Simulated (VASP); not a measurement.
# GaAs (F-43m) in VASP: a series of runs

Aim: see how the results for GaAs move with the level of theory and the settings. Levels: LDA, revPBE. Tasks: single point.

Program: VASP 6.6.1. These are calculated values, not measurements. Logs are shortened: lines on timing, memory, paths and dates and some standing lists are left out, and cuts for length are marked.

**Experimental background.**

From “Evidence of valence band perturbations in GaAsN/GaAs(001): A combined variable-angle spectroscopic ellipsometry and modulated photoreflectance investigation”, 2008, arxiv:0805.2212, for a bulk crystal of GaAs at 300 K: band gap 1.412 ± 0.01 eV (direct).

The runs below are set against these values where they give the same quantity.

## 1. The cell of the first run

Symmetry: F-43m, No. 216, cubic system. The conventional cell has a = 5.654 Å, b = 5.654 Å, c = 5.654 Å, α = 90.00°, β = 90.00°, γ = 90.00°. Within 3.2 Å of Ga (site symmetry -43m) lie 4 As at 2.45 Å. As (site symmetry -43m) has 4 Ga at 2.45 Å within 3.2 Å.

## 2. Single point, LDA

File INCAR:

```
SYSTEM = GaAs
ALGO     = Normal         ! electronic algorithm
EDIFF    = 1E-7           ! SCF threshold, eV
ENCUT    = 520            ! plane-wave cutoff, eV
ISIF     = 2              ! what is computed and relaxed
ISMEAR   = 0              ! smearing method
LASPH    = .True.         ! aspherical terms in the spheres
LCHARG   = .False.        ! write CHGCAR
LREAL    = .False.        ! projectors in reciprocal space
LWAVE    = .False.        ! write WAVECAR
NBANDS   = 16             ! bands
NELM     = 100            ! most SCF steps
PREC     = Accurate       ! precision mode
SIGMA    = 0.01           ! smearing width, eV
```

File KPOINTS:

```
k-points
0
Gamma
  6 6 6
  0 0 0
```

File POSCAR:

```
GaAs
1.0
    0.0000000000      2.8268500000      2.8268500000
    2.8268500000      0.0000000000      2.8268500000
    2.8268500000      2.8268500000      0.0000000000
Ga As
1 1
Direct
    0.0000000000      0.0000000000      0.0000000000
    0.2500000000      0.2500000000      0.2500000000
```

Potentials or basis: VASP PAW LDA potentials, release 64 (Ga_d, As).

On the command line:

```bash
$ cat potpaw_LDA.64/Ga_d/POTCAR potpaw_LDA.64/As/POTCAR > POTCAR
$ mpirun -np 1 vasp_std > vasp.out
```

OUTCAR:

```text
SYSTEM = GaAs
   EDIFF = 1E-7
   ENCUT = 520
   ISIF = 2
   ISMEAR = 0
   LASPH = .True.
   LREAL = .False.
   NELM = 100
   PREC = Accurate

 ion  position               nearest neighbor table
   1  0.000  0.000  0.000-   2 2.45   2 2.45   2 2.45   2 2.45
   2  0.250  0.250  0.250-   1 2.45   1 2.45   1 2.45   1 2.45

  LATTYP: Found a face centered cubic cell.
 ALAT       =     5.6537000000

  Lattice vectors:

 A1 = (   0.0000000000,   2.8268500000,   2.8268500000)
 A2 = (   2.8268500000,   0.0000000000,   2.8268500000)
 A3 = (   2.8268500000,   2.8268500000,   0.0000000000)

Analysis of symmetry for initial positions (statically):
=====================================================================
 Subroutine PRICEL returns:
 Original cell was already a primitive cell.

 Routine SETGRP: Setting up the symmetry group for a
 face centered cubic supercell.

 Subroutine GETGRP returns: Found 24 space group operations
 (whereof 24 operations were pure point group operations)
 out of a pool of 48 trial point group operations.

The static configuration has the point symmetry T_d .

Analysis of symmetry for dynamics (positions and initial velocities):
=====================================================================
 Subroutine PRICEL returns:
 Original cell was already a primitive cell.

 Routine SETGRP: Setting up the symmetry group for a
 face centered cubic supercell.

 Subroutine GETGRP returns: Found 24 space group operations
 (whereof 24 operations were pure point group operations)
 out of a pool of 48 trial point group operations.

The dynamic configuration has the point symmetry T_d .

 Subroutine INISYM returns: Found 24 space group operations
 (whereof 24 operations are pure point group operations),
 and found     1 'primitive' translations

----------------------------------------------------------------------------------------

                                     Primitive cell

  volume of cell :      45.1792

  direct lattice vectors                    reciprocal lattice vectors
     0.000000000  2.826850000  2.826850000    -0.176875321  0.176875321  0.176875321
     2.826850000  0.000000000  2.826850000     0.176875321 -0.176875321  0.176875321
     2.826850000  2.826850000  0.000000000     0.176875321  0.176875321 -0.176875321

  length of vectors
     3.997769609  3.997769609  3.997769609     0.306357042  0.306357042  0.306357042

  position of ions in fractional coordinates (direct lattice)
     0.000000000  0.000000000  0.000000000
     0.250000000  0.250000000  0.250000000

  ion indices of the primitive-cell ions
   primitive index   ion index
                 1           1
                 2           2

----------------------------------------------------------------------------------------

 KPOINTS: k-points

Automatic generation of k-mesh.
 Grid dimensions read from file:
 generate k-points for:    6    6    6

 Generating k-lattice:

  Cartesian coordinates                     Fractional coordinates (reciprocal lattice)
    -0.029479220  0.029479220  0.029479220     0.166666667  0.000000000  0.000000000
     0.029479220 -0.029479220  0.029479220     0.000000000  0.166666667  0.000000000
     0.029479220  0.029479220 -0.029479220     0.000000000  0.000000000  0.166666667

  Length of vectors
     0.051059507  0.051059507  0.051059507

  Shift w.r.t. Gamma in fractional coordinates (k-lattice)
     0.000000000  0.000000000  0.000000000

 Subroutine IBZKPT returns following result:
 ===========================================

 Found     16 irreducible k-points:

 Following reciprocal coordinates:
            Coordinates               Weight
  0.000000  0.000000  0.000000      1.000000
  0.166667  0.000000  0.000000      8.000000
  0.333333  0.000000  0.000000      8.000000
  0.500000  0.000000  0.000000      4.000000
  0.166667  0.166667  0.000000      6.000000
  0.333333  0.166667  0.000000     24.000000
[... 8 lines left out ...]
 -0.333333  0.333333  0.166667     24.000000
 -0.333333  0.500000  0.166667     12.000000
   k-points           NKPTS =     16   k-points in BZ     NKDIM =     16   number of bands    NBANDS=     16
   number of dos      NEDOS =    301   number of ions     NIONS =      2
   total plane-waves  NPLWV =  27000
   dimension x,y,z NGX =    30 NGY =   30 NGZ =   30
   dimension x,y,z NGXF=    60 NGYF=   60 NGZF=   60
   ions per type =               1   1
   NGX,Y,Z   is equivalent  to a cutoff of  12.48, 12.48, 12.48 a.u.
   NGXF,Y,Z  is equivalent  to a cutoff of  24.95, 24.95, 24.95 a.u.
 SYSTEM =  GaAs
   PREC   = accura    normal or accurate (medium, high low for compatibility)
   ISTART =      0    job   : 0-new  1-cont  2-samecut
   ICHARG =      2    charge: 1-file 2-atom 10-const
   ISPIN  =      1    spin polarized calculation?
   LNONCOLLINEAR =      F non collinear calculations
   LSORBIT =      F    spin-orbit coupling
   LASPH  =      T    aspherical Exc in radial PAW
   ENCUT  =  520.0 eV  38.22 Ry    6.18 a.u.   7.43  7.43  7.43*2*pi/ulx,y,z
   NELM   =    100;   NELMIN=  2; NELMDL= -5     # of ELM steps
   EDIFF  = 0.1E-06   stopping-criterion for ELM
   LREAL  =      F    real-space projection
   EDIFFG = 0.1E-05   stopping-criterion for IOM
   NSW    =      0    number of steps for IOM
   IBRION =     -1    ionic relax: 0-MD 1-quasi-New 2-CG
   NFREE  =      0    steps in history (QN), initial steepest desc. (CG)
   ISIF   =      2    stress and relaxation
   ISYM   =      2    0-nonsym 1-usesym 2-fastsym
   POTIM  = 0.5000    time-step for ionic-motion
   TEBEG  =    0.0;   TEEND  =   0.0 temperature during run
   PSTRESS=    0.0 pullay stress
   NELECT =      18.0000    total number of electrons
   NUPDOWN=      -1.0000    fix difference up-down
   EMIN   =  10.00;   EMAX   =-10.00  energy-range for DOS
   EFERMI =   0.00;   METHOD = LEGACY
   ISMEAR =     0;   SIGMA  =   0.01  broadening in eV -4-tet -1-fermi 0-gaus
   EFERMI_NEDOS =   21; number of points for ismear=-14 and -15
   IALGO  =     38    algorithm
   IMIX   =      4    mixing-type and parameters
     AMIX     =   0.40;   BMIX     =  1.00
     AMIX_MAG =   1.60;   BMIX_MAG =  1.00
  volume/ion in A,a.u.               =      22.59       152.44
  Fermi-wavevector in a.u.,A,eV,Ry     =   1.204628  2.276417 19.743799  1.451128
  Thomas-Fermi vector in A             =   2.340347
   LORBIT       =      0    0 simple, 1 ext, 2 COOP (PROOUT), +10 PAW based schemes
   GGA     = CA    functional components
   LHFCALC =     F    Hartree Fock is set to
   AEXX    =    0.0000 exact exchange contribution
   IVDW    =     0    specifies the selected vdW correction
   LEPSILON=     F    determine dielectric tensor
   LRPA    =     F    only Hartree local field effects (RPA)
 non-spin polarized calculation
 Gauss-broadening in eV      SIGMA  =   0.01
  energy-cutoff  :      520.00
  volume of cell :       45.18
 maximum number of plane-waves:      1243
 NGX is ok and might be reduce to    30
   NGX = 15   NGY = 15   NGZ = 15

 number of electron      17.9999995 magnetization

 Free energy of the ion-electron system (eV)
  ---------------------------------------------------
  ext. energy  EPLUGINS =         0.00000000
  ---------------------------------------------------
  free energy    TOTEN  =        -9.60963589 eV

  energy without entropy =       -9.60963589  energy(sigma->0) =       -9.60963589

 E-fermi :   3.8923     XC(G=0):  -9.9096

 val. band max:        3.8106770973   @ k =   0.0000   0.0000   0.0000
 cond. band min:       4.1384004792   @ k =   0.0000   0.0000   0.0000
 fundamental gap:      0.3277233819
 Fermi energy:         3.8923059567

 k-point     1 :       0.0000    0.0000    0.0000
  band No.  band energies     occupation
      1     -11.1309      2.00000
      2     -11.1309      2.00000
      3     -11.1309      2.00000
      4     -11.0532      2.00000
      5     -11.0532      2.00000
      6      -8.9548      2.00000
[... 8 lines left out ...]
     15      13.9740      0.00000
     16      13.9740      0.00000

 k-point     2 :       0.1667    0.0000    0.0000
  band No.  band energies     occupation
      1     -11.1522      2.00000
      2     -11.1251      2.00000
      3     -11.1251      2.00000
      4     -11.0533      2.00000
      5     -11.0533      2.00000
      6      -8.6353      2.00000
[... 8 lines left out ...]
     15      12.8334      0.00000
     16      12.8334      0.00000

 k-point     3 :       0.3333    0.0000    0.0000
  band No.  band energies     occupation
      1     -11.1900      2.00000
      2     -11.1154      2.00000
      3     -11.1154      2.00000
      4     -11.0516      2.00000
      5     -11.0516      2.00000
      6      -7.8082      2.00000
[... 8 lines left out ...]
     15      13.4425      0.00000
     16      13.4425      0.00000

 k-point     4 :       0.5000    0.0000    0.0000
  band No.  band energies     occupation
      1     -11.2071      2.00000
      2     -11.1119      2.00000
      3     -11.1119      2.00000
      4     -11.0494      2.00000
      5     -11.0494      2.00000
      6      -7.1895      2.00000
[... 8 lines left out ...]
     15      15.6197      0.00000
     16      15.6197      0.00000

 k-point     5 :       0.1667    0.1667    0.0000
  band No.  band energies     occupation
      1     -11.1640      2.00000
      2     -11.1193      2.00000
      3     -11.1193      2.00000
      4     -11.0584      2.00000
      5     -11.0500      2.00000
      6      -8.5286      2.00000
[... 8 lines left out ...]
     15      13.2520      0.00000
     16      14.4219      0.00000

 k-point     6 :       0.3333    0.1667    0.0000
  band No.  band energies     occupation
      1     -11.1933      2.00000
      2     -11.1108      2.00000
      3     -11.1084      2.00000
      4     -11.0612      2.00000
      5     -11.0476      2.00000
      6      -7.8581      2.00000
[... 8 lines left out ...]
     15      14.4150      0.00000
     16      14.7271      0.00000

 k-point     7 :       0.5000    0.1667    0.0000
  band No.  band energies     occupation
      1     -11.2114      2.00000
      2     -11.1080      2.00000
      3     -11.1039      2.00000
      4     -11.0569      2.00000
      5     -11.0480      2.00000
      6      -7.0585      2.00000
[... 8 lines left out ...]
     15      15.2152      0.00000
     16      15.6512      0.00000

 k-point     8 :      -0.3333    0.1667    0.0000
  band No.  band energies     occupation
      1     -11.2048      2.00000
      2     -11.1093      2.00000
      3     -11.1077      2.00000
      4     -11.0535      2.00000
      5     -11.0520      2.00000
      6      -7.2853      2.00000
[... 8 lines left out ...]
     15      13.6613      0.00000
     16      15.4495      0.00000

 k-point     9 :      -0.1667    0.1667    0.0000
  band No.  band energies     occupation
      1     -11.1779      2.00000
      2     -11.1183      2.00000
      3     -11.1152      2.00000
      4     -11.0561      2.00000
      5     -11.0512      2.00000
      6      -8.1388      2.00000
[... 8 lines left out ...]
     15      13.5598      0.00000
     16      14.2717      0.00000

 k-point    10 :       0.3333    0.3333    0.0000
  band No.  band energies     occupation
      1     -11.2164      2.00000
      2     -11.0951      2.00000
      3     -11.0951      2.00000
      4     -11.0714      2.00000
      5     -11.0437      2.00000
      6      -7.3967      2.00000
[... 8 lines left out ...]
     15      15.7398      0.00000
     16      16.6725      0.00000

 k-point    11 :       0.5000    0.3333    0.0000
  band No.  band energies     occupation
      1     -11.2279      2.00000
      2     -11.0932      2.00000
      3     -11.0891      2.00000
      4     -11.0708      2.00000
      5     -11.0438      2.00000
      6      -6.7037      2.00000
[... 8 lines left out ...]
     15      16.0590      0.00000
     16      16.5567      0.00000

 k-point    12 :      -0.3333    0.3333    0.0000
  band No.  band energies     occupation
      1     -11.2205      2.00000
      2     -11.1015      2.00000
      3     -11.0942      2.00000
      4     -11.0614      2.00000
      5     -11.0500      2.00000
      6      -6.6391      2.00000
[... 8 lines left out ...]
     15      13.4400      0.00000
     16      17.9013      0.00000

 k-point    13 :       0.5000    0.5000    0.0000
  band No.  band energies     occupation
      1     -11.2385      2.00000
      2     -11.0826      2.00000
      3     -11.0826      2.00000
      4     -11.0785      2.00000
      5     -11.0406      2.00000
      6      -6.4476      2.00000
[... 8 lines left out ...]
     15      16.9383      0.00000
     16      17.1273      0.00000

 k-point    14 :       0.5000    0.3333    0.1667
  band No.  band energies     occupation
      1     -11.2129      2.00000
      2     -11.1044      2.00000
      3     -11.0975      2.00000
      4     -11.0635      2.00000
      5     -11.0473      2.00000
      6      -7.1446      2.00000
[... 8 lines left out ...]
     15      14.8177      0.00000
     16      16.8008      0.00000

 k-point    15 :      -0.3333    0.3333    0.1667
  band No.  band energies     occupation
      1     -11.2201      2.00000
      2     -11.1039      2.00000
      3     -11.0927      2.00000
      4     -11.0611      2.00000
      5     -11.0497      2.00000
      6      -6.6380      2.00000
[... 8 lines left out ...]
     15      15.8691      0.00000
     16      16.4752      0.00000

 k-point    16 :      -0.3333    0.5000    0.1667
  band No.  band energies     occupation
      1     -11.2290      2.00000
      2     -11.0960      2.00000
      3     -11.0866      2.00000
      4     -11.0680      2.00000
      5     -11.0462      2.00000
      6      -6.4041      2.00000
[... 8 lines left out ...]
     15      15.9568      0.00000
     16      17.0353      0.00000

------------------------ aborting loop because EDIFF is reached ----------------------------------------

  FORCE on cell =-STRESS in cart. coord.  units (eV):
  Direction    XX          YY          ZZ          XY          YZ          ZX
  --------------------------------------------------------------------------------------
  -------------------------------------------------------------------------------------
  Total       -0.4632218     -0.4632218     -0.4632218      0.0000000     -0.0000000     -0.0000000
  in kB      -16.4271129    -16.4271129    -16.4271129      0.0000000     -0.0000000     -0.0000000
  external PRESSURE =     -16.4271129 kB  Pullay stress =       0.0000000 kB

 VOLUME and BASIS-vectors are now :
 -----------------------------------------------------------------------------
  energy-cutoff  :      520.00
  volume of cell :       45.18
      direct lattice vectors                 reciprocal lattice vectors
     0.000000000  2.826850000  2.826850000    -0.176875321  0.176875321  0.176875321
     2.826850000  0.000000000  2.826850000     0.176875321 -0.176875321  0.176875321
     2.826850000  2.826850000  0.000000000     0.176875321  0.176875321 -0.176875321

 POSITION                                       TOTAL-FORCE (eV/Angst)
 -----------------------------------------------------------------------------------
      0.00000      0.00000      0.00000        -0.000000     -0.000000     -0.000000
      1.41342      1.41342      1.41342         0.000000      0.000000      0.000000
 -----------------------------------------------------------------------------------
    total drift:                               -0.000000     -0.000000     -0.000000

  FREE ENERGIE OF THE ION-ELECTRON SYSTEM (eV)
  ---------------------------------------------------
  free  energy   TOTEN  =        -9.6096358901 eV

  energy  without entropy=       -9.6096358901  energy(sigma->0) =       -9.60963589
```

Wall time 7.1 s (1 thread of AMD EPYC 9R45 (Zen 5), shared host); peak memory 0.11 GiB.

What came out:

* Free energy: -9.6096 eV
* Pressure: -1.6 GPa
* Band gap on the k mesh: 0.33 eV, direct

Levels at points of the mesh, in eV from the valence-band top:
```csv
k point,band 6,band 7,band 8,band 9,band 10,band 11,band 12,band 13
"(0.00, 0.00, 0.00)",-12.77,0.00,0.00,0.00,0.33,3.67,3.67,3.67
"(0.50, 0.00, 0.00)",-11.00,-6.70,-1.15,-1.15,0.86,4.57,4.57,7.56
"(0.50, 0.50, 0.00)",-10.26,-6.88,-2.69,-2.69,1.33,1.55,10.04,10.04
```

(Continued in part 2 of 2.)
